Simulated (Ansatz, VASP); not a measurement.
Two plane-wave programs on Ni

```xyz
1
Lattice="2.3800 0.0000 0.0000 -1.1900 2.0612 0.0000 0.0000 0.0000 2.3367" Properties=species:S:1:pos:R:3 pbc="T T T"
Ni    0.0000    0.0000    0.0000
```

Alike in both runs: functional r2SCAN; k mesh 9 × 9 × 8; occupations gaussian, width 0.1 eV; collinear spin.

Ansatz relaxed the structure, and its values are those at the end. VASP's run is a single point on that final structure, the one shown.

|  | VASP | Ansatz |
| --- | --- | --- |
| version | VASP 6.6.1 | Ansatz 0.2.0 |
| potentials or method | VASP PAW PBE potentials, release 64 (Ni_sv_GW), cutoff 650 eV | scalar-relativistic, plane waves, PAW |
| valence electrons in the cell | 18 | 18 |

```csv
,VASP,Ansatz,Ansatz less VASP
gap on the k mesh at the Fermi level (eV),none,none,-
pressure (GPa),-2.9,0.1,+3.02
net moment per atom (μB),0.74,0.73,-0.003
size of the moment on the site where the two differ most (μB),0.79,0.79,-0.001
```

VASP's potentials were made for PBE, not for r2SCAN. Site moments also hang on the region over which each program counts them. A gap of «none» marks a metal or a gap that the smearing closes. With one functional, cell and mesh, what is left measures potentials, basis and numerics.
